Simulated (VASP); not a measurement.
Crystal: GaN.

```
CELL_PARAMETERS angstrom
0.00000 2.25350 2.25350
2.25350 0.00000 2.25350
2.25350 2.25350 0.00000
ATOMIC_POSITIONS crystal
Ga 0.00000 0.00000 0.00000
N 0.75000 0.75000 0.75000
```

* Program: VASP 6.6.1
* Task: relaxation of cell and atoms
* Functional: RPBE
* Potentials or basis: VASP PAW PBE potentials, release 64 (Ga_d, N)
* Cutoff: 600 eV
* k mesh: 7 × 7 × 7
* Occupations: gaussian, width 0.01 eV
* Spin: no spin polarisation

At the start: pressure 8.8 GPa; volume 11.44 Å³/atom.

Question: Where does the relaxation end?

Answer: Over 3 steps the energy falls by 15.4 meV/atom and the volume is 12.03 Å³/atom (+5.1 %); space group F-43m (No. 216, to 0.05 Å).

Step by step:
| step | energy change (eV) | largest force (eV/Å) | pressure (GPa) | volume (Å³) |
| --- | --- | --- | --- | --- |
| 1 | 0.0000 | 0.0000 | 8.84 | 22.89 |
| 2 | -0.0122 | 0.0000 | -5.74 | 25.04 |
| 3 | -0.0308 | 0.0000 | -0.14 | 24.06 |

Final structure:
```cif
data_structure
_symmetry_space_group_name_H-M 'P 1'
_symmetry_Int_Tables_number 1
_cell_length_a 3.2404
_cell_length_b 3.2404
_cell_length_c 3.2404
_cell_angle_alpha 60.000
_cell_angle_beta 60.000
_cell_angle_gamma 60.000
_cell_volume 24.06
loop_
_atom_site_label
_atom_site_type_symbol
_atom_site_fract_x
_atom_site_fract_y
_atom_site_fract_z
_atom_site_occupancy
Ga1 Ga 0.00000 0.00000 0.00000 1
N1 N 0.75000 0.75000 0.75000 1
```

Caveat: the PAW data sets were made with another functional, which shifts forces and pressure a little.
